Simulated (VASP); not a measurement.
MgO:

```
Mg O
1.0
     0.00000    2.13515    2.13515
     2.41528    0.00000    2.13515
     2.41528    2.13515    0.00000
Mg O
1 1
Direct
  0.00000 0.00000 0.00000
  0.50000 0.50000 0.50000
```

This cell differs from its parent crystal: strain +0.1312 x Voigt [1, 0, 0, 0, 0, 0].

Base run:

```yaml
Program: VASP 6.6.1
Functional: r2SCAN
Potentials_or_basis: VASP PAW PBE potentials, release 64 (Mg, O)
Cutoff: 520 eV
k_mesh: 10 × 10 × 10
Occupations: gaussian, width 0.05 eV
Spin: no spin polarisation
```

Its results: band gap on the k mesh 3.94 eV, direct; pressure -18.0 GPa.

**Question.** The run is repeated on the same cell with these changes: potentials or basis from VASP PAW PBE potentials, release 64 (Mg, O) to VASP PAW PBE potentials, release 64 (Mg_sv, O); cutoff from 520 eV to 660 eV; further incar settings from ALGO = Normal; EDIFF = 1e-06; NBANDS = 11 to ALGO = Normal; EDIFF = 1e-06; NBANDS = 15; valence electrons from 8 to 16. What comes out?

**Answer.** Band gap on the k mesh 4.00 eV, direct; pressure -17.6 GPa.

Caveats: the PAW data sets were made with another functional, which shifts forces and pressure a little.

